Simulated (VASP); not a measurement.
## C18O (a cell with a defect): single point with PBE+D3(BJ)

C18O (a cell with a defect):

```
C O
1.0
    -0.73307    3.69739   -3.37028
    -0.73307   -3.69739   -3.37028
    -5.67096    0.00000    3.40266
C O
18 1
Cartesian
  -1.4274 -1.2281 -3.2167
  -4.9468 0.0109 0.0629
  -0.7177 0.0108 0.1911
  -2.8171 1.2458 -0.0352
  -4.9277 -2.4171 -0.0497
  -1.4273 1.2498 -3.2170
  -2.8171 -1.2242 -0.0352
  -4.9278 2.4388 -0.0503
  -3.5473 0.0108 -3.3535
  -5.6582 -1.2261 0.0955
  -3.5343 0.0108 -0.0203
  -6.3412 0.0108 -3.2456
  -2.1519 -2.4218 -3.3237
  -4.2595 1.2497 -3.4356
  -5.6582 1.2478 0.0949
  -2.1518 2.4434 -3.3240
  -4.2596 -1.2280 -3.4361
  -2.1444 0.0109 -3.1939
  -7.0211 0.0104 -1.9922
```

```
Program                : VASP 6.6.1
Task                   : single point
Functional             : PBE
Dispersion             : D3(BJ)
Potentials or basis    : VASP PAW PBE potentials, release 64 (C, O)
Cutoff                 : 520 eV
k mesh                 : 3 × 3 × 2, shifted
Occupations            : gaussian, width 0.01 eV
Spin                   : no spin polarisation
Dipole correction      : no
Further INCAR settings : LREAL = Auto; ALGO = Normal; EDIFF = 1e-06; NBANDS = 54
```

- Pressure: 6.8 GPa
- Largest force: 0.380 eV/Å
- Band gap on the k mesh: 0.30 eV
- Dispersion energy per atom: -0.154 eV

Forces on the atoms (eV/Å):
```
C   -0.005  0.005  0.008
C   -0.004 -0.010  0.003
C   -0.156 -0.001 -0.161
C    0.004  0.003  0.002
C    0.003  0.003 -0.016
C   -0.011 -0.007  0.009
C    0.001  0.006  0.001
C    0.008  0.003 -0.015
C   -0.001 -0.006 -0.009
C    0.010  0.003 -0.003
C    0.002 -0.006 -0.010
C    0.127  0.005 -0.186
C    0.007 -0.002 -0.005
C    0.005  0.004 -0.003
C   -0.001  0.001  0.005
C   -0.002 -0.002 -0.011
C    0.003  0.007 -0.005
C   -0.010 -0.006  0.014
O    0.019 -0.001  0.379
```

Stress tensor (GPa, compression positive):
```
 6.06  0.00 -0.76
 0.00  7.39  0.00
-0.76  0.00  7.04
```

Levels at points of the mesh, in eV from the valence-band top:
```
           k point  band 35  band 36  band 37  band 38  band 39  band 40  band 41  band 42  band 43  band 44
(0.00, 0.00, 0.25)    -3.42    -2.48    -2.20    -1.34    -1.02     0.82     1.63     2.87     4.03     4.33
```

It took 51 s on 1 thread of Intel(R) Xeon(R) 6975P-C (Granite Rapids), with other jobs on the host, peak memory 0.27 GiB.

Caveat: the k points lie up to 0.50 Å⁻¹ apart.
